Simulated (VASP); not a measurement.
Crystal: Cs2TaGa.

```
Cs Ta Ga
1.0
     6.06646    0.00000    0.00000
    -3.03323    5.25371    0.00000
     0.00000    0.00000    4.75815
Cs Ta Ga
2 1 1
Direct
  0.33333 0.66667 0.00000
  0.66667 0.33333 0.00000
  0.00000 0.00000 0.50000
  0.00000 0.00000 0.00000
```

The cell was built from a structure type or drawn by symmetry, and may not be a known phase.

```yaml
Program: VASP 6.6.1
Task: relaxation of cell and atoms
Functional: PBE
Potentials_or_basis: VASP PAW PBE potentials, release 64 (Cs_sv, Ta_pv, Ga_d)
Cutoff: 600 eV
k_mesh: 3 × 3 × 4
Occupations: gaussian, width 0.1 eV
Spin: no spin polarisation
```

At the start: pressure 7.4 GPa; volume 37.91 Å³/atom.

Q: Where does the relaxation end?

A: Over 8 steps the energy falls by 226.3 meV/atom and the volume is 51.68 Å³/atom (+36.3 %); space group P6/mmm (No. 191, to 0.1 Å) before and after.

The path:
```tsv
step	energy change (eV)	largest force (eV/Å)	pressure (GPa)	volume (Å³)
1	0.0000	0.0000	7.38	151.65
2	-0.6555	0.0000	-0.29	193.20
3	-0.6780	0.0000	0.66	184.59
4	-0.8717	0.0000	0.33	196.22
5	-0.9001	0.0000	0.31	204.72
6	-0.9015	0.0000	0.31	203.30
7	-0.9048	0.0000	-0.08	207.70
8	-0.9050	0.0000	0.01	206.73
```

Final structure:
```xyz
4
Lattice="6.8722 0.0000 0.0000 -3.4361 5.9515 0.0000 0.0000 0.0000 5.0545" Properties=species:S:1:pos:R:3 pbc="T T T"
Cs    0.0000    3.9677    0.0000
Cs    3.4361    1.9838    0.0000
Ta    0.0000    0.0000    2.5273
Ga    0.0000    0.0000    0.0000
```

Caveat: the k points lie up to 0.35 Å⁻¹ apart in the final cell; the volume moved by over 15 % at a fixed basis, so the end points are rough.
